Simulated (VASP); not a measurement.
# Cd5B3O9F (Cm) in VASP: single point with PBE

Aim: the single point of Cd5B3O9F with PBE.

Everything below comes from runs of VASP 6.6.1. Logs are shortened: lines on timing, memory, paths and dates and some standing lists are left out, and cuts for length are marked.

## 1. The cell of the first run

Symmetry: Cm, No. 8, monoclinic system. Conventional cell: a = 8.057 Å, b = 15.966 Å, c = 3.447 Å, α = 90.00°, β = 100.06°, γ = 90.00°. Cd (site symmetry m) has 4 O at 2.21 to 2.34 Å and 2 F at 2.32 to 2.43 Å within 2.9 Å. Within 3.0 Å of Cd (site symmetry 1) lie 5 O at 2.24 to 2.32 Å and 1 F at 2.41 Å and 1 B at 2.98 Å. Within 3.2 Å of Cd (site symmetry 1) lie 8 O at 2.28 to 3.01 Å and 4 B at 2.75 to 3.17 Å. Within 1.8 Å of B (site symmetry 1) lie 3 O at 1.38 to 1.39 Å. B (site symmetry m) has 3 O at 1.37 to 1.38 Å within 1.8 Å. O (site symmetry 1) has 1 B at 1.38 Å within 1.8 Å. O (site symmetry 1) has 1 B at 1.38 Å within 1.9 Å. Within 1.9 Å of O (site symmetry 1) lie 1 B at 1.39 Å.

## 2. Single point, PBE

Input file INCAR:

```
PREC = Accurate
ENCUT = 520
EDIFF = 1E-7
ISMEAR = -1
SIGMA = 0.02
LREAL = Auto
LASPH = True
NELM = 100
ALGO = Normal
ISIF = 2
LWAVE = False
LCHARG = False
GGA = PE
NBANDS = 80
```

Input file KPOINTS:

```
regular mesh
0
Gamma
  3 3 6
```

Input file POSCAR:

```
Cd5B3O9F
1.0
    4.0285000000     -7.9830000000      0.0000000000
    4.0285000000      7.9830000000      0.0000000000
   -0.6021197902      0.0000000000      3.3940036473
Cd B O F
5 3 9 1
Direct
    0.2463066600      0.2463066600      0.7898854991
    0.9724248723      0.7350095703      0.0745607683
    0.7350095703      0.9724248723      0.0745607683
    0.6518435147      0.2985605386      0.4173557632
    0.2985605386      0.6518435147      0.4173557632
    0.9595246398      0.3532920015      0.8339291004
    0.3532920015      0.9595246398      0.8339291004
    0.5970520804      0.5970520804      0.4660631191
    0.8957556346      0.4406625945      0.0304343915
    0.4406625945      0.8957556346      0.0304343915
    0.7586687669      0.6079614218      0.5122269164
    0.6079614218      0.7586687669      0.5122269164
    0.1509323179      0.4398504981      0.8502950462
    0.4398504981      0.1509323179      0.8502950462
    0.4245125345      0.4245125345      0.3714438883
    0.8257516068      0.1739199798      0.6271983485
    0.1739199798      0.8257516068      0.6271983485
    0.0403907678      0.0403907678      0.1847068246
```

Potentials or basis: VASP PAW PBE potentials, release 64 (Cd, B, O, F).

Command:

```
> cat potpaw_PBE.64/Cd/POTCAR potpaw_PBE.64/B/POTCAR potpaw_PBE.64/O/POTCAR potpaw_PBE.64/F/POTCAR > POTCAR
> mpirun -np 1 vasp_std > vasp.out
```

OUTCAR:

```text
PREC = Accurate
   ENCUT = 520
   EDIFF = 1E-7
   ISMEAR = -1
   LREAL = Auto
   LASPH = True
   NELM = 100
   ISIF = 2
   GGA = PE

 ion  position               nearest neighbor table
   1  0.246  0.246  0.790-  15 2.21  15 2.25  18 2.32  13 2.34  14 2.34  18 2.43   5 3.72   4 3.72

   2  0.972  0.735  0.075-  17 2.24  17 2.28  11 2.28   9 2.28  11 2.32  18 2.41   5 3.55   4 3.58
                             4 3.59
   3  0.735  0.972  0.075-  16 2.24  16 2.28  12 2.28  10 2.28  12 2.32  18 2.41   4 3.55   5 3.58
                             5 3.59
   4  0.652  0.299  0.417-  14 2.28  11 2.31  14 2.31   9 2.36  16 2.49   9 2.53   6 2.75  15 2.85
                             3 3.55   2 3.58   2 3.59   1 3.72
   5  0.299  0.652  0.417-  13 2.28  12 2.31  13 2.31  10 2.36  17 2.49  10 2.53   7 2.75  15 2.85
                             2 3.55   3 3.58   3 3.59   1 3.72
   6  0.960  0.353  0.834-   9 1.38  16 1.38  13 1.39   4 2.75
   7  0.353  0.960  0.834-  10 1.38  17 1.38  14 1.39   5 2.75
   8  0.597  0.597  0.466-  15 1.37  12 1.38  11 1.38
   9  0.896  0.441  0.030-   6 1.38   2 2.28   4 2.36   4 2.53
  10  0.441  0.896  0.030-   7 1.38   3 2.28   5 2.36   5 2.53
  11  0.759  0.608  0.512-   8 1.38   2 2.28   4 2.31   2 2.32
  12  0.608  0.759  0.512-   8 1.38   3 2.28   5 2.31   3 2.32
  13  0.151  0.440  0.850-   6 1.39   5 2.28   5 2.31   1 2.34
  14  0.440  0.151  0.850-   7 1.39   4 2.28   4 2.31   1 2.34
  15  0.425  0.425  0.371-   8 1.37   1 2.21   1 2.25   4 2.85   5 2.85
  16  0.826  0.174  0.627-   6 1.38   3 2.24   3 2.28   4 2.49
  17  0.174  0.826  0.627-   7 1.38   2 2.24   2 2.28   5 2.49
  18  0.040  0.040  0.185-   1 2.32   2 2.41   3 2.41   1 2.43

  LATTYP: Found a base centered monoclinic cell.
 ALAT       =     8.0570000000
 B/A-ratio  =     1.9816308800
 C/A-ratio  =     0.4278267345
 COS(beta)  =    -0.1746793705

  Lattice vectors:

 A1 = (   4.0285000000,  -7.9830000000,   0.0000000000)
 A2 = (   4.0285000000,   7.9830000000,   0.0000000000)
 A3 = (  -0.6021197902,   0.0000000000,   3.3940036473)

Analysis of symmetry for initial positions (statically):
=====================================================================
 Subroutine PRICEL returns:
 Original cell was already a primitive cell.

 Routine SETGRP: Setting up the symmetry group for a
 base centered monoclinic supercell.

 Subroutine GETGRP returns: Found  2 space group operations
 (whereof  2 operations were pure point group operations)
 out of a pool of  4 trial point group operations.

The static configuration has the point symmetry C_1h.

Analysis of symmetry for dynamics (positions and initial velocities):
=====================================================================
 Subroutine PRICEL returns:
 Original cell was already a primitive cell.

 Routine SETGRP: Setting up the symmetry group for a
 base centered monoclinic supercell.

 Subroutine GETGRP returns: Found  2 space group operations
 (whereof  2 operations were pure point group operations)
 out of a pool of  4 trial point group operations.

The dynamic configuration has the point symmetry C_1h.

 Subroutine INISYM returns: Found  2 space group operations
 (whereof  2 operations are pure point group operations),
 and found     1 'primitive' translations

----------------------------------------------------------------------------------------

                                     Primitive cell

  volume of cell :     218.2990

  direct lattice vectors                    reciprocal lattice vectors
     4.028500000 -7.983000000  0.000000000     0.124115676 -0.062633095  0.022018982
     4.028500000  7.983000000  0.000000000     0.124115676  0.062633095  0.022018982
    -0.602119790  0.000000000  3.394003647     0.000000000  0.000000000  0.294637279

  length of vectors
     8.941873475  8.941873475  3.447000000     0.140756674  0.140756674  0.294637279

  position of ions in fractional coordinates (direct lattice)
     0.246306660  0.246306660  0.789885499
     0.972424872  0.735009570  0.074560768
     0.735009570  0.972424872  0.074560768
     0.651843515  0.298560539  0.417355763
     0.298560539  0.651843515  0.417355763
     0.959524640  0.353292002  0.833929100
[... 10 lines left out ...]
     0.173919980  0.825751607  0.627198349
     0.040390768  0.040390768  0.184706825

  ion indices of the primitive-cell ions
   primitive index   ion index
                 1           1
                 2           2
                 3           3
                 4           4
                 5           5
                 6           6
[... 10 lines left out ...]
                17          17
                18          18

----------------------------------------------------------------------------------------

 KPOINTS: regular mesh

Automatic generation of k-mesh.
 Grid dimensions read from file:
 generate k-points for:    3    3    6

 Generating k-lattice:

  Cartesian coordinates                     Fractional coordinates (reciprocal lattice)
     0.041371892 -0.020877698  0.007339661     0.333333333  0.000000000 -0.000000000
     0.041371892  0.020877698  0.007339661     0.000000000  0.333333333 -0.000000000
     0.000000000  0.000000000  0.049106213     0.000000000  0.000000000  0.166666667

  Length of vectors
     0.046918891  0.046918891  0.049106213

  Shift w.r.t. Gamma in fractional coordinates (k-lattice)
     0.000000000  0.000000000  0.000000000

 Subroutine IBZKPT returns following result:
 ===========================================

 Found     20 irreducible k-points:

 Following reciprocal coordinates:
            Coordinates               Weight
  0.000000  0.000000  0.000000      1.000000
  0.333333  0.000000 -0.000000      4.000000
  0.333333  0.333333 -0.000000      2.000000
 -0.333333  0.333333  0.000000      2.000000
  0.000000  0.000000  0.166667      2.000000
  0.333333  0.000000  0.166667      4.000000
[... 12 lines left out ...]
  0.333333  0.333333  0.500000      2.000000
 -0.333333  0.333333  0.500000      2.000000
   k-points           NKPTS =     20   k-points in BZ     NKDIM =     20   number of bands    NBANDS=     80
   number of dos      NEDOS =    301   number of ions     NIONS =     18
   total plane-waves  NPLWV = 137200
   dimension x,y,z NGX =    70 NGY =   70 NGZ =   28
   dimension x,y,z NGXF=   140 NGYF=  140 NGZF=   56
   ions per type =               5   3   9   1
   NGX,Y,Z   is equivalent  to a cutoff of  13.01, 13.01, 13.50 a.u.
   NGXF,Y,Z  is equivalent  to a cutoff of  26.03, 26.03, 27.01 a.u.
 SYSTEM =  unknown system
   PREC   = accura    normal or accurate (medium, high low for compatibility)
   ISTART =      0    job   : 0-new  1-cont  2-samecut
   ICHARG =      2    charge: 1-file 2-atom 10-const
   ISPIN  =      1    spin polarized calculation?
   LNONCOLLINEAR =      F non collinear calculations
   LSORBIT =      F    spin-orbit coupling
   LASPH  =      T    aspherical Exc in radial PAW
   ENCUT  =  520.0 eV  38.22 Ry    6.18 a.u.  16.63 16.63  6.41*2*pi/ulx,y,z
   NELM   =    100;   NELMIN=  2; NELMDL= -5     # of ELM steps
   EDIFF  = 0.1E-06   stopping-criterion for ELM
   LREAL  =      T    real-space projection
   EDIFFG = 0.1E-05   stopping-criterion for IOM
   NSW    =      0    number of steps for IOM
   IBRION =     -1    ionic relax: 0-MD 1-quasi-New 2-CG
   NFREE  =      0    steps in history (QN), initial steepest desc. (CG)
   ISIF   =      2    stress and relaxation
   ISYM   =      2    0-nonsym 1-usesym 2-fastsym
   POTIM  = 0.5000    time-step for ionic-motion
   TEBEG  =    0.0;   TEEND  =   0.0 temperature during run
   PSTRESS=    0.0 pullay stress
   NELECT =     130.0000    total number of electrons
   NUPDOWN=      -1.0000    fix difference up-down
   EMIN   =  10.00;   EMAX   =-10.00  energy-range for DOS
   EFERMI =   0.00;   METHOD = LEGACY
   ISMEAR =    -1;   SIGMA  =   0.02  broadening in eV -4-tet -1-fermi 0-gaus
   EFERMI_NEDOS =   21; number of points for ismear=-14 and -15
   IALGO  =     38    algorithm
   IMIX   =      4    mixing-type and parameters
     AMIX     =   0.40;   BMIX     =  1.00
     AMIX_MAG =   1.60;   BMIX_MAG =  1.00
  volume/ion in A,a.u.               =      12.13        81.84
  Fermi-wavevector in a.u.,A,eV,Ry     =   1.377332  2.602780 25.810848  1.897044
  Thomas-Fermi vector in A             =   2.502495
   LORBIT       =      0    0 simple, 1 ext, 2 COOP (PROOUT), +10 PAW based schemes
   GGA     = PE    functional components
   LHFCALC =     F    Hartree Fock is set to
   AEXX    =    0.0000 exact exchange contribution
   IVDW    =     0    specifies the selected vdW correction
   LEPSILON=     F    determine dielectric tensor
   LRPA    =     F    only Hartree local field effects (RPA)
 non-spin polarized calculation
  energy-cutoff  :      520.00
  volume of cell :      218.30
 maximum number of plane-waves:      5921
 NGX is ok and might be reduce to    70
   NGX = 33   NGY = 33   NGZ = 13

 number of electron     129.9999998 magnetization

 Free energy of the ion-electron system (eV)
  ---------------------------------------------------
  ext. energy  EPLUGINS =         0.00000000
  ---------------------------------------------------
  free energy    TOTEN  =      -101.70663587 eV

  energy without entropy =     -101.70663587  energy(sigma->0) =     -101.70663587

 E-fermi :   1.4967     XC(G=0): -10.5734

 val. band max:        1.0395131503   @ k =   0.3333   0.0000   0.1667
 cond. band min:       2.7591865092   @ k =   0.0000   0.0000   0.0000
 fundamental gap:      1.7196733590
 Fermi energy:         1.4967497478

 k-point     1 :       0.0000    0.0000    0.0000
  band No.  band energies     occupation
      1     -21.0674      2.00000
      2     -18.0003      2.00000
      3     -17.7431      2.00000
      4     -17.7255      2.00000
      5     -16.6309      2.00000
      6     -16.5869      2.00000
[... 69 lines left out ...]
     76       9.3309      0.00000
     77      10.2281      0.00000
[... 1518 lines left out ...]
     76       9.4468      0.00000
     77       9.5776      0.00000
 [bands above 77 left out]

------------------------ aborting loop because EDIFF is reached ----------------------------------------

  FORCE on cell =-STRESS in cart. coord.  units (eV):
  Direction    XX          YY          ZZ          XY          YZ          ZX
  --------------------------------------------------------------------------------------
  -------------------------------------------------------------------------------------
  Total        6.0819939      5.4105733      5.7577674      0.0000000      0.0000000      0.4969858
  in kB       44.6380036     39.7101997     42.2583852      0.0000000      0.0000000      3.6475627
  external PRESSURE =      42.2021962 kB  Pullay stress =       0.0000000 kB

 VOLUME and BASIS-vectors are now :
 -----------------------------------------------------------------------------
  energy-cutoff  :      520.00
  volume of cell :      218.30
      direct lattice vectors                 reciprocal lattice vectors
     4.028500000 -7.983000000  0.000000000     0.124115676 -0.062633095  0.022018982
     4.028500000  7.983000000  0.000000000     0.124115676  0.062633095  0.022018982
    -0.602119790  0.000000000  3.394003647     0.000000000  0.000000000  0.294637279

 POSITION                                       TOTAL-FORCE (eV/Angst)
 -----------------------------------------------------------------------------------
      1.50889      0.00000      2.68087        -0.049981     -0.000000     -0.010136
      6.83351     -1.89529      0.25306         0.007497      0.038416      0.008397
      6.83351      1.89529      0.25306         0.007497     -0.038416      0.008397
      3.57740     -2.82026      1.41651        -0.007256     -0.016143      0.006796
      3.57740      2.82026      1.41651        -0.007256      0.016143      0.006796
      4.78656     -4.83956      2.83036         0.004934     -0.000616      0.000842
[... 10 lines left out ...]
      3.64953      5.20357      2.12871         0.005663     -0.006175     -0.020533
      0.21421      0.00000      0.62690        -0.014857     -0.000000      0.006092
 -----------------------------------------------------------------------------------
    total drift:                                0.009701     -0.000000      0.001265

  FREE ENERGIE OF THE ION-ELECTRON SYSTEM (eV)
  ---------------------------------------------------
  free  energy   TOTEN  =      -101.7066358702 eV

  energy  without entropy=     -101.7066358702  energy(sigma->0) =     -101.70663587
```

It took 25 min on 1 thread of Intel Xeon 8259CL, shared host; peak memory 0.51 GiB.

What came out:

| Property | Result |
| --- | --- |
| Free energy | -101.7066 eV |
| Pressure | 4.2 GPa |
| Largest force | 0.051 eV/Å |
| Band gap on the k mesh | 1.72 eV (least direct gap 1.78 eV) |

Forces in eV/Å, atoms in the order of the input:
```
Cd  -0.050  0.000 -0.010
Cd   0.007  0.038  0.008
Cd   0.007 -0.038  0.008
Cd  -0.007 -0.016  0.007
Cd  -0.007  0.016  0.007
B    0.005 -0.001  0.001
B    0.005  0.001  0.001
B   -0.016  0.000 -0.003
O   -0.006 -0.003  0.026
O   -0.006  0.003  0.026
O    0.022  0.001  0.004
O    0.022 -0.001  0.004
O    0.001 -0.024 -0.014
O    0.001  0.024 -0.014
O    0.026  0.000 -0.016
O    0.006  0.006 -0.021
O    0.006 -0.006 -0.021
F   -0.015  0.000  0.006
```

Caveat: the cell stands under pressure. A k mesh can miss the band edges.
